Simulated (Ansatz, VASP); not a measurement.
# KF in VASP and in Ansatz

The input INCAR:

```
SYSTEM = KF
PREC = Accurate
ENCUT = 520
EDIFF = 1E-6
ISMEAR = 0
SIGMA = 0.02
LREAL = .FALSE.
LASPH = .TRUE.
NELM = 60
ALGO = Normal
ISIF = 2
LWAVE = .FALSE.
LCHARG = .FALSE.
GGA = PE
NBANDS = 24
```

Contents of KPOINTS:

```
regular mesh
0
G
  6 6 4
  0 0 0
```

File POSCAR:

```
KF
1.0
    2.7103322498      2.7103322498      0.0000000000
   -2.7103322498      2.7103322498      0.0000000000
    0.0000000000      0.0000000000      5.4206644997
K F
2 2
Direct
    0.0000000000      0.0000000000      0.0000000000
    0.5000000000      0.5000000000      0.5000000000
    0.5000000000      0.5000000000      0.0000000000
    0.0000000000      0.0000000000      0.5000000000
```

Input for Ansatz:

```yaml
crystal:
  lattice:
    - [2.7103322498, 2.7103322498, 0.0]
    - [-2.7103322498, 2.7103322498, 0.0]
    - [0.0, 0.0, 5.4206644997]
  atoms:
    - { symbol: K, position: [0.0, 0.0, 0.0] }
    - { symbol: K, position: [0.5, 0.5, 0.5] }
    - { symbol: F, position: [0.5, 0.5, 0.0] }
    - { symbol: F, position: [0.0, 0.0, 0.5] }
basis:
  ecutwfc: 420
kpoints:
  mp_grid: { grid: [6, 6, 4] }
hamiltonian:
  xc: pbe
scf:
  occupations: { method: gaussian, width: 0.02 }
output:
  forces: true
  stress: true
  eigenvalues: true
```

Alike in both runs: task single point; functional PBE; k mesh 6 × 6 × 4; occupations gaussian, width 0.02 eV; no spin polarisation.

|  | VASP | Ansatz |
| --- | --- | --- |
| version | VASP 6.6.1 | Ansatz 0.2.0 |
| potentials or method | VASP PAW PBE potentials, release 64 (K_sv, F), cutoff 520 eV | scalar-relativistic, plane waves, PAW |
| valence electrons in the cell | 32 | 32 |

|  | VASP | Ansatz | Ansatz less VASP |
| --- | --- | --- | --- |
| gap on the k mesh at the Fermi level (eV) | 5.95 | 5.96 | +0.014 |
| least direct gap on the mesh (eV) | 5.95 | 5.96 | +0.014 |
| pressure (GPa) | 0.0 | 0.0 | -0.01 |
